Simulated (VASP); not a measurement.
Ga: relaxation of cell and atoms with PBE

Ga:

```xyz
2
Lattice="0.0000 2.8027 2.8027 2.8027 0.0000 2.8027 2.8027 2.8027 0.0000" Properties=species:S:1:pos:R:3 pbc="T T T"
Ga   -0.7007   -0.7007   -0.7007
Ga    0.7007    0.7007    0.7007
```

This isn't the form of Ga at room conditions, which is orthorhombic.

* Program: VASP 6.6.1
* Task: relaxation of cell and atoms
* Functional: PBE
* Potentials or basis: VASP PAW PBE potentials, release 64 (Ga_d)
* Cutoff: 600 eV
* k mesh: 12 × 12 × 12
* Occupations: fermi-dirac, width 0.05 eV
* Spin: no spin polarisation
* Target pressure: 7.4 GPa
* Dipole correction: no
* Further INCAR settings: ALGO = Normal; EDIFF = 1e-06; IBRION = 2; EDIFFG = -0.005; NSW = 32; ISIF = 3

- Relaxed volume: 22.05 Å³/atom
- Relaxed cell: a = 3.966 Å, b = 3.966 Å, c = 3.966 Å, α = 60.00°, β = 60.00°, γ = 60.00°
- Space group after relaxing (to 0.1 Å): Fd-3m (No. 227)
- Energy change on relaxing (the run minimises the enthalpy): -1.4 meV/atom
- Ionic steps: 3
- Pressure after relaxing: 7.4 GPa
- Band gap on the k mesh: zero (bands 13 and 14 overlap by 4.89 eV)

The path:
```csv
step,energy change (eV),largest force (eV/Å),pressure (GPa),volume (Å³)
1,0.0000,0.0000,7.59,44.03
2,-0.0077,0.0000,7.27,44.20
3,-0.0029,0.0000,7.41,44.09
```

Final structure:
```
Ga
1.0
     0.00000    2.80404    2.80404
     2.80404    0.00000    2.80404
     2.80404    2.80404    0.00000
Ga
2
Direct
  0.87500 0.87500 0.87500
  0.12500 0.12500 0.12500
```

Levels at points of the mesh, in eV from the Fermi level:
```csv
k point,band 10,band 11,band 12,band 13,band 14,band 15,band 16,band 17
"(0.00, 0.00, 0.00)",-14.32,-10.05,3.18,3.18,3.18,4.95,5.22,5.22
"(0.50, 0.00, 0.00)",-14.30,-7.51,-4.99,1.48,1.48,3.73,6.19,6.19
"(0.50, 0.50, 0.00)",-14.27,-5.68,-5.68,-0.57,-0.57,2.99,2.99,13.20
```

Run time: 73 s on 1 thread of Intel(R) Xeon(R) Platinum 8175M CPU @ 2.50GHz (Skylake/Cascade Lake), with other jobs on the host, peak memory 0.21 GiB.

Caveat: the cell is relaxed towards a set pressure, so the run minimises the enthalpy, not the energy.
